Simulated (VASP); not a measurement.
Here is a VASP 6.6.1 calculation.

File INCAR:

```
SYSTEM = MgO
PREC = Accurate
ENCUT = 520
EDIFF = 1E-6
ISMEAR = 1
SIGMA = 0.0508
LREAL = .False.
LASPH = .True.
NELM = 60
ALGO = Normal
ISIF = 2
LWAVE = .False.
LCHARG = .False.
GGA = PE
NBANDS = 11
```

Contents of KPOINTS:

```
Automatic mesh
0
Gamma
  10 10 10
  0 0 0
```

File POSCAR:

```
MgO
1.0
    0.0000000000      2.1822189200      2.1822189200
    2.1822189200      0.0000000000      2.1822189200
    2.1822189200      2.1822189200      0.0000000000
Mg O
1 1
Direct
    0.0000000000      0.0000000000      0.0000000000
    0.5000000000      0.5000000000      0.5000000000
```

Potentials or basis: VASP PAW PBE potentials, release 64 (Mg, O).

Command:

```bash
$ cat potpaw_PBE.64/Mg/POTCAR potpaw_PBE.64/O/POTCAR > POTCAR
$ mpirun -np 1 vasp_std > vasp.out
```

(1) Estimate the pressure.

(2) What does it give for the band gap on the k mesh?

Answers

(1) -10.5 GPa.

(2) 3.76 eV, direct.
